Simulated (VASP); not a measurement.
# Tb4WO (F-43m) in VASP: further runs

The runs below take Tb4WO through single point, with PBE.

Program: VASP 6.6.1. These are calculated values, not measurements. Logs are shortened: lines on timing, memory, paths and dates and some standing lists are left out, and cuts for length are marked.

## 1. The cell of the first run

The structure is cubic, space group F-43m (No. 216). Conventional cell: a = 8.394 Å, b = 8.394 Å, c = 8.394 Å, α = 90.00°, β = 90.00°, γ = 90.00°. Within 3.9 Å of Tb (site symmetry 3m) lie 6 Tb at 2.92 to 3.01 Å and 3 W at 3.48 Å and 3 O at 3.48 Å. W (site symmetry -43m) has 12 Tb at 3.48 Å and 4 O at 3.63 Å within 4.6 Å. O (site symmetry -43m) has 12 Tb at 3.48 Å and 4 W at 3.63 Å within 4.6 Å.

The cell was built from a structure type or drawn by symmetry, and may not be a known phase.

## 2. Single point, PBE

INCAR

```
PREC = Accurate
ENCUT = 600
EDIFF = 1E-6
ISMEAR = 0
SIGMA = 0.2
LREAL = False
LASPH = True
NELM = 200
ALGO = Normal
ISIF = 2
LWAVE = False
LCHARG = False
GGA = PE
NBANDS = 37
GGA_COMPAT = False
LMAXMIX = 6
```

KPOINTS

```
regular mesh
0
Gamma
  4 4 4
```

POSCAR

```
Tb4WO
1.0
    0.0000000000      4.1968896766      4.1968896766
    4.1968896766      0.0000000000      4.1968896766
    4.1968896766      4.1968896766      0.0000000000
Tb W O
4 1 1
Direct
    0.8695944775      0.3768018408      0.3768018408
    0.3768018408      0.3768018408      0.3768018408
    0.3768018408      0.8695944775      0.3768018408
    0.3768018408      0.3768018408      0.8695944775
    0.7500000000      0.7500000000      0.7500000000
    0.0000000000      0.0000000000      0.0000000000
```

Potentials or basis: VASP PAW PBE potentials, release 64 (Tb_3, W_sv, O), 4f in core.

On the command line:

```bash
$ cat potpaw_PBE.64/Tb_3/POTCAR potpaw_PBE.64/W_sv/POTCAR potpaw_PBE.64/O/POTCAR > POTCAR
$ mpirun -np 1 vasp_std > vasp.out
```

OUTCAR:

```text
PREC = Accurate
   ENCUT = 600
   EDIFF = 1E-6
   ISMEAR = 0
   LREAL = False
   LASPH = True
   NELM = 200
   ISIF = 2
   GGA = PE

 ion  position               nearest neighbor table
   1  0.870  0.377  0.377-   2 2.92   3 2.92   4 2.92   2 3.01   4 3.01   3 3.01   5 3.48   5 3.48
                             5 3.48
   2  0.377  0.377  0.377-   1 2.92   3 2.92   4 2.92   4 3.01   3 3.01   1 3.01   5 3.48   5 3.48
                             5 3.48
   3  0.377  0.870  0.377-   1 2.92   2 2.92   4 2.92   4 3.01   2 3.01   1 3.01   5 3.48   5 3.48
                             5 3.48
   4  0.377  0.377  0.870-   1 2.92   2 2.92   3 2.92   2 3.01   3 3.01   1 3.01   5 3.48   5 3.48
                             5 3.48
   5  0.750  0.750  0.750-   3 3.48   4 3.48   1 3.48   4 3.48   1 3.48   3 3.48   2 3.48   2 3.48
                             2 3.48   1 3.48   3 3.48   4 3.48
   6  0.000  0.000  0.000-

  LATTYP: Found a face centered cubic cell.
 ALAT       =     8.3937793532

  Lattice vectors:

 A1 = (   0.0000000000,   4.1968896766,   4.1968896766)
 A2 = (   4.1968896766,   0.0000000000,   4.1968896766)
 A3 = (   4.1968896766,   4.1968896766,   0.0000000000)

Analysis of symmetry for initial positions (statically):
=====================================================================
 Subroutine PRICEL returns:
 Original cell was already a primitive cell.

 Routine SETGRP: Setting up the symmetry group for a
 face centered cubic supercell.

 Subroutine GETGRP returns: Found 24 space group operations
 (whereof 24 operations were pure point group operations)
 out of a pool of 48 trial point group operations.

The static configuration has the point symmetry T_d .

Analysis of symmetry for dynamics (positions and initial velocities):
=====================================================================
 Subroutine PRICEL returns:
 Original cell was already a primitive cell.

 Routine SETGRP: Setting up the symmetry group for a
 face centered cubic supercell.

 Subroutine GETGRP returns: Found 24 space group operations
 (whereof 24 operations were pure point group operations)
 out of a pool of 48 trial point group operations.

The dynamic configuration has the point symmetry T_d .

 Subroutine INISYM returns: Found 24 space group operations
 (whereof 24 operations are pure point group operations),
 and found     1 'primitive' translations

----------------------------------------------------------------------------------------

                                     Primitive cell

  volume of cell :     147.8470

  direct lattice vectors                    reciprocal lattice vectors
     0.000000000  4.196889677  4.196889677    -0.119135845  0.119135845  0.119135845
     4.196889677  0.000000000  4.196889677     0.119135845 -0.119135845  0.119135845
     4.196889677  4.196889677  0.000000000     0.119135845  0.119135845 -0.119135845

  length of vectors
     5.935298300  5.935298300  5.935298300     0.206349337  0.206349337  0.206349337

  position of ions in fractional coordinates (direct lattice)
     0.869594478  0.376801841  0.376801841
     0.376801841  0.376801841  0.376801841
     0.376801841  0.869594478  0.376801841
     0.376801841  0.376801841  0.869594478
     0.750000000  0.750000000  0.750000000
     0.000000000  0.000000000  0.000000000

  ion indices of the primitive-cell ions
   primitive index   ion index
                 1           1
                 2           2
                 3           3
                 4           4
                 5           5
                 6           6

----------------------------------------------------------------------------------------

 KPOINTS: regular mesh

Automatic generation of k-mesh.
 Grid dimensions read from file:
 generate k-points for:    4    4    4

 Generating k-lattice:

  Cartesian coordinates                     Fractional coordinates (reciprocal lattice)
    -0.029783961  0.029783961  0.029783961     0.250000000  0.000000000  0.000000000
     0.029783961 -0.029783961  0.029783961     0.000000000  0.250000000  0.000000000
     0.029783961  0.029783961 -0.029783961     0.000000000  0.000000000  0.250000000

  Length of vectors
     0.051587334  0.051587334  0.051587334

  Shift w.r.t. Gamma in fractional coordinates (k-lattice)
     0.000000000  0.000000000  0.000000000

 Subroutine IBZKPT returns following result:
 ===========================================

 Found      8 irreducible k-points:

 Following reciprocal coordinates:
            Coordinates               Weight
  0.000000  0.000000  0.000000      1.000000
  0.250000  0.000000  0.000000      8.000000
  0.500000  0.000000  0.000000      4.000000
  0.250000  0.250000  0.000000      6.000000
  0.500000  0.250000  0.000000     24.000000
 -0.250000  0.250000  0.000000     12.000000
  0.500000  0.500000  0.000000      3.000000
 -0.250000  0.500000  0.250000      6.000000
   k-points           NKPTS =      8   k-points in BZ     NKDIM =      8   number of bands    NBANDS=     37
   number of dos      NEDOS =    301   number of ions     NIONS =      6
   total plane-waves  NPLWV = 110592
   dimension x,y,z NGX =    48 NGY =   48 NGZ =   48
   dimension x,y,z NGXF=    96 NGYF=   96 NGZF=   96
   ions per type =               4   1   1
   NGX,Y,Z   is equivalent  to a cutoff of  13.44, 13.44, 13.44 a.u.
   NGXF,Y,Z  is equivalent  to a cutoff of  26.89, 26.89, 26.89 a.u.
 SYSTEM =  unknown system
   PREC   = accura    normal or accurate (medium, high low for compatibility)
   ISTART =      0    job   : 0-new  1-cont  2-samecut
   ICHARG =      2    charge: 1-file 2-atom 10-const
   ISPIN  =      1    spin polarized calculation?
   LNONCOLLINEAR =      F non collinear calculations
   LSORBIT =      F    spin-orbit coupling
   LASPH  =      T    aspherical Exc in radial PAW
   ENCUT  =  600.0 eV  44.10 Ry    6.64 a.u.  11.85 11.85 11.85*2*pi/ulx,y,z
   NELM   =    200;   NELMIN=  2; NELMDL= -5     # of ELM steps
   EDIFF  = 0.1E-05   stopping-criterion for ELM
   LREAL  =      F    real-space projection
   EDIFFG = 0.1E-04   stopping-criterion for IOM
   NSW    =      0    number of steps for IOM
   IBRION =     -1    ionic relax: 0-MD 1-quasi-New 2-CG
   NFREE  =      0    steps in history (QN), initial steepest desc. (CG)
   ISIF   =      2    stress and relaxation
   ISYM   =      2    0-nonsym 1-usesym 2-fastsym
   POTIM  = 0.5000    time-step for ionic-motion
   TEBEG  =    0.0;   TEEND  =   0.0 temperature during run
   PSTRESS=    0.0 pullay stress
   NELECT =      56.0000    total number of electrons
   NUPDOWN=      -1.0000    fix difference up-down
   EMIN   =  10.00;   EMAX   =-10.00  energy-range for DOS
   EFERMI =   0.00;   METHOD = LEGACY
   ISMEAR =     0;   SIGMA  =   0.20  broadening in eV -4-tet -1-fermi 0-gaus
   EFERMI_NEDOS =   21; number of points for ismear=-14 and -15
   IALGO  =     38    algorithm
   IMIX   =      4    mixing-type and parameters
     AMIX     =   0.40;   BMIX     =  1.00
     AMIX_MAG =   1.60;   BMIX_MAG =  1.00
  volume/ion in A,a.u.               =      24.64       166.29
  Fermi-wavevector in a.u.,A,eV,Ry     =   1.184495  2.238371 19.089365  1.403029
  Thomas-Fermi vector in A             =   2.320708
   LORBIT       =      0    0 simple, 1 ext, 2 COOP (PROOUT), +10 PAW based schemes
   GGA     = PE    functional components
   LHFCALC =     F    Hartree Fock is set to
   AEXX    =    0.0000 exact exchange contribution
   IVDW    =     0    specifies the selected vdW correction
   LEPSILON=     F    determine dielectric tensor
   LRPA    =     F    only Hartree local field effects (RPA)
 non-spin polarized calculation
 Gauss-broadening in eV      SIGMA  =   0.20
  energy-cutoff  :      600.00
  volume of cell :      147.85
 maximum number of plane-waves:      4960
   NGX = 23   NGY = 23   NGZ = 23

 number of electron      56.0000005 magnetization

 Free energy of the ion-electron system (eV)
  ---------------------------------------------------
  ext. energy  EPLUGINS =         0.00000000
  ---------------------------------------------------
  free energy    TOTEN  =       -29.27083589 eV

  energy without entropy =      -29.12789039  energy(sigma->0) =      -29.19936314

 E-fermi :   3.7203     XC(G=0): -10.3529

 val. band max:        3.6729475514   @ k =   0.5000   0.2500   0.0000
 cond. band min:       3.7322512923   @ k =  -0.2500   0.5000   0.2500
 fundamental gap:      0.0593037408
 Fermi energy:         3.7202689654

 k-point     1 :       0.0000    0.0000    0.0000
  band No.  band energies     occupation
      1     -70.2678      2.00000
      2     -34.3723      2.00000
      3     -34.3723      2.00000
      4     -34.3723      2.00000
      5     -20.7484      2.00000
      6     -19.4617      2.00000
[... 29 lines left out ...]
     36       8.0301      0.00000
     37       8.6416      0.00000

 k-point     2 :       0.2500    0.0000    0.0000
  band No.  band energies     occupation
      1     -70.2678      2.00000
      2     -34.3723      2.00000
      3     -34.3723      2.00000
      4     -34.3721      2.00000
      5     -20.5375      2.00000
      6     -19.3928      2.00000
[... 29 lines left out ...]
     36       7.1810      0.00000
     37       7.5579      0.00000

 k-point     3 :       0.5000    0.0000    0.0000
  band No.  band energies     occupation
      1     -70.2678      2.00000
      2     -34.3723      2.00000
      3     -34.3723      2.00000
      4     -34.3721      2.00000
      5     -20.2897      2.00000
      6     -19.2837      2.00000
[... 29 lines left out ...]
     36       5.9031      0.00000
     37       6.6057      0.00000
[... 121 lines left out ...]
 k-point     7 :       0.5000    0.5000    0.0000
  band No.  band energies     occupation
      1     -70.2678      2.00000
      2     -34.3722      2.00000
      3     -34.3722      2.00000
      4     -34.3721      2.00000
      5     -19.8542      2.00000
      6     -19.7053      2.00000
[... 29 lines left out ...]
     36       5.8867      0.00000
     37       6.2166      0.00000

 k-point     8 :      -0.2500    0.5000    0.2500
  band No.  band energies     occupation
      1     -70.2678      2.00000
      2     -34.3723      2.00000
      3     -34.3722      2.00000
      4     -34.3721      2.00000
      5     -19.8260      2.00000
      6     -19.6536      2.00000
[... 29 lines left out ...]
     36       5.8131      0.00000
     37       6.0021      0.00000

------------------------ aborting loop because EDIFF is reached ----------------------------------------

  FORCE on cell =-STRESS in cart. coord.  units (eV):
  Direction    XX          YY          ZZ          XY          YZ          ZX
  --------------------------------------------------------------------------------------
  -------------------------------------------------------------------------------------
  Total        0.7433274      0.7433274      0.7433274     -0.0000000      0.0000000      0.0000000
  in kB        8.0552327      8.0552327      8.0552327     -0.0000000      0.0000000      0.0000000
  external PRESSURE =       8.0552327 kB  Pullay stress =       0.0000000 kB

 VOLUME and BASIS-vectors are now :
 -----------------------------------------------------------------------------
  energy-cutoff  :      600.00
  volume of cell :      147.85
      direct lattice vectors                 reciprocal lattice vectors
     0.000000000  4.196889677  4.196889677    -0.119135845  0.119135845  0.119135845
     4.196889677  0.000000000  4.196889677     0.119135845 -0.119135845  0.119135845
     4.196889677  4.196889677  0.000000000     0.119135845  0.119135845 -0.119135845

 POSITION                                       TOTAL-FORCE (eV/Angst)
 -----------------------------------------------------------------------------------
      3.16279      5.23099      5.23099        -0.004704      0.004704      0.004704
      3.16279      3.16279      3.16279        -0.004704     -0.004704     -0.004704
      5.23099      3.16279      5.23099         0.004704     -0.004704      0.004704
      5.23099      5.23099      3.16279         0.004704      0.004704     -0.004704
      6.29533      6.29533      6.29533         0.000000      0.000000      0.000000
      0.00000      0.00000      0.00000         0.000000      0.000000      0.000000
 -----------------------------------------------------------------------------------
    total drift:                                0.000000      0.000000      0.000000

  FREE ENERGIE OF THE ION-ELECTRON SYSTEM (eV)
  ---------------------------------------------------
  free  energy   TOTEN  =       -29.2708358875 eV

  energy  without entropy=      -29.1278903911  energy(sigma->0) =      -29.19936314
```

It took 82 s on 1 thread of Intel Xeon Platinum 8488C (Sapphire Rapids), shared host; peak memory 0.34 GiB.

Results:

* Free energy: -29.2708 eV
* Pressure: 0.8 GPa
* Largest force: 0.008 eV/Å
* Band gap on the k mesh: zero (bands 28 and 29 overlap by 0.06 eV)

Forces on the atoms (eV/Å):
```
Tb  -0.005  0.005  0.005
Tb  -0.005 -0.005 -0.005
Tb   0.005 -0.005  0.005
Tb   0.005  0.005 -0.005
W    0.000  0.000  0.000
O    0.000  0.000  0.000
```

Caveat: spin-orbit coupling is left out, which moves the levels of the heavy elements; the 4f electrons are frozen in the core, so they carry no moment and show no levels; the run has no spin polarisation, though such a crystal can be magnetic. With open d or f shells a metallic result of PBE can be an artefact of self-interaction; +U or a hybrid may open a gap.

[end of part 1 of 2]
